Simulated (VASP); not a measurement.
A run of VASP 6.6.1 is set up as follows.

Contents of INCAR:

```
ALGO = Normal ; EDIFF = 1E-6
ENCUT = 520 ; GGA = CA
ISIF = 2 ; ISMEAR = -1
LASPH = True ; LCHARG = False
LREAL = False ; LWAVE = False
NBANDS = 38 ; NELM = 80
PREC = Accurate ; SIGMA = 0.1
```

Contents of KPOINTS:

```
k-points
0
Gamma
  6 6 6
```

POSCAR

```
NbRu3C
1.0
    4.1448668297      0.0000000000      0.0000000000
    0.0000000000      4.1448668297      0.0000000000
    0.0000000000      0.0000000000      4.1448668297
Nb Ru C
1 3 1
Direct
    0.0000000000      0.0000000000      0.0000000000
    0.0000000000      0.5000000000      0.5000000000
    0.5000000000      0.0000000000      0.5000000000
    0.5000000000      0.5000000000      0.0000000000
    0.5000000000      0.5000000000      0.5000000000
```

Potentials or basis: VASP PAW LDA potentials, release 64 (Nb_sv, Ru_pv, C).

Command:

```sh
$ cat potpaw_LDA.64/Nb_sv/POTCAR potpaw_LDA.64/Ru_pv/POTCAR potpaw_LDA.64/C/POTCAR > POTCAR
$ mpirun -np 1 vasp_std > vasp.out
```

**Question.** Estimate the pressure.

**Answer.** -28.6 GPa.
